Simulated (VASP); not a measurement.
# BaRe (Pm-3m) in VASP: single point with PBEsol

Aim: the single point of BaRe with PBEsol.

Program: VASP 6.6.1. These are calculated values, not measurements. Logs are shortened: lines on timing, memory, paths and dates and some standing lists are left out, and cuts for length are marked.

## 1. The cell of the first run

It takes space group Pm-3m (No. 221, cubic). Conventional cell: a = 3.615 Å, b = 3.615 Å, c = 3.615 Å, α = 90.00°, β = 90.00°, γ = 90.00°. Ba (site symmetry m-3m) has 8 Re at 3.13 Å and 6 Ba at 3.62 Å within 4.1 Å. Within 4.1 Å of Re (site symmetry m-3m) lie 8 Ba at 3.13 Å and 6 Re at 3.62 Å.

## 2. Single point, PBEsol (23.63 Å³/atom)

Input file INCAR:

```
PREC = Accurate
ENCUT = 500
EDIFF = 1E-6
ISMEAR = 0
SIGMA = 0.05
LREAL = F
LASPH = T
NELM = 120
ALGO = Normal
ISIF = 2
LWAVE = F
LCHARG = F
GGA = PS
NBANDS = 20
GGA_COMPAT = F
```

Input file KPOINTS:

```
Automatic mesh
0
Gamma
  8 8 8
```

Input file POSCAR:

```
BaRe
1.0
    3.6152710177      0.0000000000      0.0000000000
    0.0000000000      3.6152710177      0.0000000000
    0.0000000000      0.0000000000      3.6152710177
Ba Re
1 1
Direct
    0.0000000000      0.0000000000      0.0000000000
    0.5000000000      0.5000000000      0.5000000000
```

Potentials or basis: VASP PAW PBE potentials, release 64 (Ba_sv, Re_sv_GW).

Launch:

```
> cat potpaw_PBE.64/Ba_sv/POTCAR potpaw_PBE.64/Re_sv_GW/POTCAR > POTCAR
> mpirun -np 1 vasp_std > vasp.out
```

OUTCAR:

```text
PREC = Accurate
   ENCUT = 500
   EDIFF = 1E-6
   ISMEAR = 0
   LREAL = F
   LASPH = T
   NELM = 120
   ISIF = 2
   GGA = PS

 ion  position               nearest neighbor table
   1  0.000  0.000  0.000-   2 3.13   2 3.13   2 3.13   2 3.13   2 3.13   2 3.13   2 3.13   2 3.13

   2  0.500  0.500  0.500-   1 3.13   1 3.13   1 3.13   1 3.13   1 3.13   1 3.13   1 3.13   1 3.13

  LATTYP: Found a simple cubic cell.
 ALAT       =     3.6152710177

  Lattice vectors:

 A1 = (   3.6152710177,   0.0000000000,   0.0000000000)
 A2 = (   0.0000000000,   3.6152710177,   0.0000000000)
 A3 = (   0.0000000000,   0.0000000000,   3.6152710177)

Analysis of symmetry for initial positions (statically):
=====================================================================
 Subroutine PRICEL returns:
 Original cell was already a primitive cell.

 Routine SETGRP: Setting up the symmetry group for a
 simple cubic supercell.

 Subroutine GETGRP returns: Found 48 space group operations
 (whereof 48 operations were pure point group operations)
 out of a pool of 48 trial point group operations.

The static configuration has the point symmetry O_h .

Analysis of symmetry for dynamics (positions and initial velocities):
=====================================================================
 Subroutine PRICEL returns:
 Original cell was already a primitive cell.

 Routine SETGRP: Setting up the symmetry group for a
 simple cubic supercell.

 Subroutine GETGRP returns: Found 48 space group operations
 (whereof 48 operations were pure point group operations)
 out of a pool of 48 trial point group operations.

The dynamic configuration has the point symmetry O_h .

 Subroutine INISYM returns: Found 48 space group operations
 (whereof 48 operations are pure point group operations),
 and found     1 'primitive' translations

----------------------------------------------------------------------------------------

                                     Primitive cell

  volume of cell :      47.2523

  direct lattice vectors                    reciprocal lattice vectors
     3.615271018  0.000000000  0.000000000     0.276604436  0.000000000  0.000000000
     0.000000000  3.615271018  0.000000000     0.000000000  0.276604436  0.000000000
     0.000000000  0.000000000  3.615271018     0.000000000  0.000000000  0.276604436

  length of vectors
     3.615271018  3.615271018  3.615271018     0.276604436  0.276604436  0.276604436

  position of ions in fractional coordinates (direct lattice)
     0.000000000  0.000000000  0.000000000
     0.500000000  0.500000000  0.500000000

  ion indices of the primitive-cell ions
   primitive index   ion index
                 1           1
                 2           2

----------------------------------------------------------------------------------------

 KPOINTS: Automatic mesh

Automatic generation of k-mesh.
 Grid dimensions read from file:
 generate k-points for:    8    8    8

 Generating k-lattice:

  Cartesian coordinates                     Fractional coordinates (reciprocal lattice)
     0.034575554  0.000000000  0.000000000     0.125000000  0.000000000  0.000000000
     0.000000000  0.034575554  0.000000000     0.000000000  0.125000000  0.000000000
     0.000000000  0.000000000  0.034575554     0.000000000  0.000000000  0.125000000

  Length of vectors
     0.034575554  0.034575554  0.034575554

  Shift w.r.t. Gamma in fractional coordinates (k-lattice)
     0.000000000  0.000000000  0.000000000

 Subroutine IBZKPT returns following result:
 ===========================================

 Found     35 irreducible k-points:

 Following reciprocal coordinates:
            Coordinates               Weight
  0.000000  0.000000  0.000000      1.000000
  0.125000  0.000000  0.000000      6.000000
  0.250000  0.000000  0.000000      6.000000
  0.375000  0.000000  0.000000      6.000000
  0.500000  0.000000  0.000000      3.000000
  0.125000  0.125000  0.000000     12.000000
[... 16 lines left out ...]
  0.375000  0.375000  0.125000     24.000000
  0.500000  0.375000  0.125000     24.000000
 [... further k-points ...]
   k-points           NKPTS =     35   k-points in BZ     NKDIM =     35   number of bands    NBANDS=     20
   number of dos      NEDOS =    301   number of ions     NIONS =      2
   total plane-waves  NPLWV =  21952
   dimension x,y,z NGX =    28 NGY =   28 NGZ =   28
   dimension x,y,z NGXF=    56 NGYF=   56 NGZF=   56
   ions per type =               1   1
   NGX,Y,Z   is equivalent  to a cutoff of  12.88, 12.88, 12.88 a.u.
   NGXF,Y,Z  is equivalent  to a cutoff of  25.75, 25.75, 25.75 a.u.
 SYSTEM =  unknown system
   PREC   = accura    normal or accurate (medium, high low for compatibility)
   ISTART =      0    job   : 0-new  1-cont  2-samecut
   ICHARG =      2    charge: 1-file 2-atom 10-const
   ISPIN  =      1    spin polarized calculation?
   LNONCOLLINEAR =      F non collinear calculations
   LSORBIT =      F    spin-orbit coupling
   LASPH  =      T    aspherical Exc in radial PAW
   ENCUT  =  500.0 eV  36.75 Ry    6.06 a.u.   6.59  6.59  6.59*2*pi/ulx,y,z
   NELM   =    120;   NELMIN=  2; NELMDL= -5     # of ELM steps
   EDIFF  = 0.1E-05   stopping-criterion for ELM
   LREAL  =      F    real-space projection
   EDIFFG = 0.1E-04   stopping-criterion for IOM
   NSW    =      0    number of steps for IOM
   IBRION =     -1    ionic relax: 0-MD 1-quasi-New 2-CG
   NFREE  =      0    steps in history (QN), initial steepest desc. (CG)
   ISIF   =      2    stress and relaxation
   ISYM   =      2    0-nonsym 1-usesym 2-fastsym
   POTIM  = 0.5000    time-step for ionic-motion
   TEBEG  =    0.0;   TEEND  =   0.0 temperature during run
   PSTRESS=    0.0 pullay stress
   NELECT =      25.0000    total number of electrons
   NUPDOWN=      -1.0000    fix difference up-down
   EMIN   =  10.00;   EMAX   =-10.00  energy-range for DOS
   EFERMI =   0.00;   METHOD = LEGACY
   ISMEAR =     0;   SIGMA  =   0.05  broadening in eV -4-tet -1-fermi 0-gaus
   EFERMI_NEDOS =   21; number of points for ismear=-14 and -15
   IALGO  =     38    algorithm
   IMIX   =      4    mixing-type and parameters
     AMIX     =   0.40;   BMIX     =  1.00
     AMIX_MAG =   1.60;   BMIX_MAG =  1.00
  volume/ion in A,a.u.               =      23.63       159.44
  Fermi-wavevector in a.u.,A,eV,Ry     =   1.324079  2.502147 23.853541  1.753186
  Thomas-Fermi vector in A             =   2.453640
   LORBIT       =      0    0 simple, 1 ext, 2 COOP (PROOUT), +10 PAW based schemes
   GGA     = PS    functional components
   LHFCALC =     F    Hartree Fock is set to
   AEXX    =    0.0000 exact exchange contribution
   IVDW    =     0    specifies the selected vdW correction
   LEPSILON=     F    determine dielectric tensor
   LRPA    =     F    only Hartree local field effects (RPA)
 non-spin polarized calculation
 Gauss-broadening in eV      SIGMA  =   0.05
  energy-cutoff  :      500.00
  volume of cell :       47.25
 maximum number of plane-waves:      1222
 NGX is ok and might be reduce to    28
   NGX = 13   NGY = 13   NGZ = 13

 number of electron      24.9999996 magnetization

 Free energy of the ion-electron system (eV)
  ---------------------------------------------------
  ext. energy  EPLUGINS =         0.00000000
  ---------------------------------------------------
  free energy    TOTEN  =       -12.93590751 eV

  energy without entropy =      -12.92887484  energy(sigma->0) =      -12.93239118

 E-fermi :   6.0324     XC(G=0): -11.5064

 val. band max:        6.0250179520   @ k =   0.5000   0.1250   0.1250
 cond. band min:       6.0325543927   @ k =   0.5000   0.5000   0.3750
 fundamental gap:      0.0075364407
 Fermi energy:         6.0323990690

 k-point     1 :       0.0000    0.0000    0.0000
  band No.  band energies     occupation
      1     -73.2844      2.00000
      2     -35.0963      2.00000
      3     -35.0963      2.00000
      4     -35.0963      2.00000
      5     -20.6592      2.00000
      6      -5.2887      2.00000
[... 12 lines left out ...]
     19      15.0184      0.00000
     20      15.3050      0.00000

 k-point     2 :       0.1250    0.0000    0.0000
  band No.  band energies     occupation
      1     -73.2842      2.00000
      2     -35.1017      2.00000
      3     -35.0956      2.00000
      4     -35.0956      2.00000
      5     -20.6275      2.00000
      6      -5.6580      2.00000
[... 12 lines left out ...]
     19      14.1496      0.00000
     20      15.0403      0.00000

 k-point     3 :       0.2500    0.0000    0.0000
  band No.  band energies     occupation
      1     -73.2840      2.00000
      2     -35.1148      2.00000
      3     -35.0947      2.00000
      4     -35.0947      2.00000
      5     -20.5497      2.00000
      6      -6.4111      2.00000
[... 12 lines left out ...]
     19      13.3467      0.00000
     20      14.4458      0.00000

 k-point     4 :       0.3750    0.0000    0.0000
  band No.  band energies     occupation
      1     -73.2837      2.00000
      2     -35.1274      2.00000
      3     -35.0935      2.00000
      4     -35.0935      2.00000
      5     -20.4695      2.00000
      6      -7.0418      2.00000
[... 12 lines left out ...]
     19      13.8950      0.00000
     20      14.7094      0.00000

 k-point     5 :       0.5000    0.0000    0.0000
  band No.  band energies     occupation
      1     -73.2837      2.00000
      2     -35.1333      2.00000
      3     -35.0935      2.00000
      4     -35.0935      2.00000
      5     -20.4356      2.00000
      6      -7.2788      2.00000
[... 12 lines left out ...]
     19      13.6757      0.00000
     20      16.3795      0.00000

 k-point     6 :       0.1250    0.1250    0.0000
  band No.  band energies     occupation
      1     -73.2842      2.00000
      2     -35.1017      2.00000
      3     -35.1009      2.00000
      4     -35.0953      2.00000
      5     -20.5974      2.00000
      6      -5.7153      2.00000
[... 12 lines left out ...]
     19      14.8562      0.00000
     20      14.9254      0.00000

 k-point     7 :       0.2500    0.1250    0.0000
  band No.  band energies     occupation
      1     -73.2839      2.00000
      2     -35.1138      2.00000
      3     -35.0998      2.00000
      4     -35.0940      2.00000
      5     -20.5232      2.00000
      6      -6.3691      2.00000
[... 12 lines left out ...]
     19      14.0863      0.00000
     20      14.5412      0.00000
[... 277 lines left out ...]
 k-point    20 :       0.2500    0.2500    0.1250
  band No.  band energies     occupation
      1     -73.2836      2.00000
      2     -35.1124      2.00000
      3     -35.1116      2.00000
      4     -35.0983      2.00000
      5     -20.4330      2.00000
      6      -6.2982      2.00000
[... 12 lines left out ...]
     19      12.4844      0.00000
     20      16.8130      0.00000

 k-point    21 :       0.3750    0.2500    0.1250
  band No.  band energies     occupation
      1     -73.2833      2.00000
      2     -35.1241      2.00000
      3     -35.1103      2.00000
      4     -35.0970      2.00000
      5     -20.3673      2.00000
      6      -6.7466      2.00000
[... 12 lines left out ...]
     19      13.3862      0.00000
     20      16.3419      0.00000

 k-point    22 :       0.5000    0.2500    0.1250
  band No.  band energies     occupation
      1     -73.2832      2.00000
      2     -35.1292      2.00000
      3     -35.1096      2.00000
      4     -35.0963      2.00000
      5     -20.3396      2.00000
      6      -6.9504      2.00000
[... 12 lines left out ...]
     19      14.0221      0.00000
     20      16.5196      0.00000

 k-point    23 :       0.3750    0.3750    0.1250
  band No.  band energies     occupation
      1     -73.2831      2.00000
      2     -35.1228      2.00000
      3     -35.1224      2.00000
      4     -35.0960      2.00000
      5     -20.3094      2.00000
      6      -6.6164      2.00000
[... 12 lines left out ...]
     19      13.8461      0.00000
     20      16.2642      0.00000

 k-point    24 :       0.5000    0.3750    0.1250
  band No.  band energies     occupation
      1     -73.2830      2.00000
      2     -35.1277      2.00000
      3     -35.1219      2.00000
      4     -35.0955      2.00000
      5     -20.2851      2.00000
      6      -6.7597      2.00000
[... 12 lines left out ...]
     19      14.5317      0.00000
     20      16.2448      0.00000

 [... further k-points ...]

------------------------ aborting loop because EDIFF is reached ----------------------------------------

  FORCE on cell =-STRESS in cart. coord.  units (eV):
  Direction    XX          YY          ZZ          XY          YZ          ZX
  --------------------------------------------------------------------------------------
  -------------------------------------------------------------------------------------
  Total        0.5743911      0.5743911      0.5743911      0.0000000      0.0000000      0.0000000
  in kB       19.4758185     19.4758185     19.4758185      0.0000000      0.0000000      0.0000000
  external PRESSURE =      19.4758185 kB  Pullay stress =       0.0000000 kB

 VOLUME and BASIS-vectors are now :
 -----------------------------------------------------------------------------
  energy-cutoff  :      500.00
  volume of cell :       47.25
      direct lattice vectors                 reciprocal lattice vectors
     3.615271018  0.000000000  0.000000000     0.276604436  0.000000000  0.000000000
     0.000000000  3.615271018  0.000000000     0.000000000  0.276604436  0.000000000
     0.000000000  0.000000000  3.615271018     0.000000000  0.000000000  0.276604436

 POSITION                                       TOTAL-FORCE (eV/Angst)
 -----------------------------------------------------------------------------------
      0.00000      0.00000      0.00000         0.000000      0.000000      0.000000
      1.80764      1.80764      1.80764         0.000000      0.000000      0.000000
 -----------------------------------------------------------------------------------
    total drift:                                0.000000      0.000000      0.000000

  FREE ENERGIE OF THE ION-ELECTRON SYSTEM (eV)
  ---------------------------------------------------
  free  energy   TOTEN  =       -12.9359075142 eV

  energy  without entropy=      -12.9288748384  energy(sigma->0) =      -12.93239118
```

Wall time 88 s (1 thread of AMD EPYC 7R43 (Zen 3), shared host); peak memory 0.15 GiB.

Results:

| Quantity | Value |
| --- | --- |
| Free energy | -12.9359 eV |
| Pressure | 1.9 GPa |
| Band gap on the k mesh | zero (an odd number of electrons rules out a gap without spin polarisation) |

Levels at points of the mesh, in eV from the Fermi level:
```
           k point  band 9  band 10  band 11  band 12  band 13  band 14  band 15  band 16
(0.00, 0.00, 0.00)   -4.45    -2.98    -2.98    -0.11    -0.11    -0.11     4.31     4.31
(0.50, 0.00, 0.00)   -1.87    -0.90    -0.40     0.18     0.18     0.31     1.56     1.61
(0.50, 0.50, 0.00)   -3.94    -2.01    -1.36    -1.36     1.22     1.24     4.20     4.20
(0.50, 0.50, 0.50)   -0.44    -0.44    -0.44     0.25     0.25     0.25     1.30     1.30
```

Caveat: the PAW data sets were made with another functional, which shifts forces and pressure a little; spin-orbit coupling is left out, which moves the levels of the heavy elements.
